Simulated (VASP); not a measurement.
A run of VASP 6.6.1:

File INCAR:

```
  ALGO = Normal
  EDIFF = 1E-7
  ENCUT = 520
  GGA = PE
  ISIF = 2
  ISMEAR = 0
  LASPH = T
  LCHARG = T
  LELF = T
  LREAL = F
  LVHAR = T
  LWAVE = F
  NBANDS = 14
  NELM = 80
  PREC = Accurate
  SIGMA = 0.1
```

KPOINTS

```
k-points
0
Gamma
  6 6 4
```

File POSCAR:

```
HfC
1.0
    3.2547659623      0.0000000000      0.0000000000
   -1.6273829811      2.8187100067      0.0000000000
    0.0000000000      0.0000000000      2.8929827412
Hf C
1 1
Direct
    0.6666666667      0.3333333333      0.4356960726
    0.3333333333      0.6666666667     -0.0230667026
```

Potentials or basis: VASP PAW PBE potentials, release 64 (Hf_pv, C).

Command:

```console
$ cat potpaw_PBE.64/Hf_pv/POTCAR potpaw_PBE.64/C/POTCAR > POTCAR
$ mpirun -np 1 vasp_std > vasp.out
```

Hardware: 1 thread of Intel(R) Xeon(R) Platinum 8488C (Sapphire Rapids), with other jobs on the host.

Task: Estimate the wall time of this run.

Result: Wall time 5.2 s on 1 thread of Intel(R) Xeon(R) Platinum 8488C (Sapphire Rapids), on a shared host, peak memory 0.14 GiB. Counts: scf iterations 15, k points 24.
